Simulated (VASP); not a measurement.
Sn3O2:

```
Sn O
1.0
     3.35204    0.00000    0.00000
    -1.67602    2.90295    0.00000
     0.00000    0.00000   10.45657
Sn O
3 2
Direct
  0.00000 0.00000 0.00000
  0.33333 0.66667 0.65312
  0.66667 0.33333 0.34688
  0.33333 0.66667 0.23824
  0.66667 0.33333 0.76176
```

```yaml
Program: VASP 6.6.1
Task: relaxation of cell and atoms
Functional: PBE
Potentials_or_basis: VASP PAW PBE potentials, release 64 (Sn_d, O)
Cutoff: 600 eV
k_mesh: 12 × 12 × 4
Occupations: gaussian, width 0.1 eV
Spin: no spin polarisation
```

At the start: pressure 0.2 GPa; volume 20.35 Å³/atom.

Q: Where does the relaxation end?

A: Over 17 steps the energy falls by 4.4 meV/atom and the volume is 19.61 Å³/atom (-3.6 %); space group P-3m1 (No. 164, to 0.1 Å) before and after.

The path:
| step | energy change (eV) | largest force (eV/Å) | pressure (GPa) | volume (Å³) |
| --- | --- | --- | --- | --- |
| 1 | 0.0000 | 0.1941 | 0.25 | 101.75 |
| 2 | -0.0029 | 0.0849 | -0.45 | 102.22 |
| 3 | -0.0029 | 0.0830 | -0.47 | 102.23 |
| 4 | -0.0059 | 0.0761 | -0.38 | 101.60 |
| 5 | -0.0112 | 0.0723 | -0.02 | 99.75 |
| 6 | -0.0117 | 0.0936 | 0.15 | 98.97 |
| 7 | -0.0149 | 0.0886 | 0.10 | 98.58 |
| 8 | -0.0183 | 0.0669 | 0.12 | 97.43 |
| 9 | -0.0184 | 0.0717 | 0.11 | 97.60 |
| 10 | -0.0198 | 0.0612 | 0.01 | 97.84 |
| 11 | -0.0212 | 0.0424 | -0.33 | 98.51 |
| 12 | -0.0219 | 0.0095 | -0.13 | 98.30 |
| 13 | -0.0220 | 0.0196 | -0.04 | 98.23 |
| 14 | -0.0220 | 0.0261 | 0.00 | 98.20 |
| 15 | -0.0221 | 0.0199 | -0.01 | 98.16 |
| 16 | -0.0222 | 0.0107 | -0.01 | 98.08 |
| 17 | -0.0222 | 0.0085 | 0.00 | 98.06 |

Final structure:
```xyz
5
Lattice="3.3215 0.0000 0.0000 -1.6607 2.8765 0.0000 0.0000 0.0000 10.2635" Properties=species:S:1:pos:R:3 pbc="T T T"
Sn    0.0000    0.0000    0.0000
Sn    0.0000    1.9177    6.7258
Sn    1.6607    0.9588    3.5377
O     0.0000    1.9177    2.3074
O     1.6607    0.9588    7.9561
```
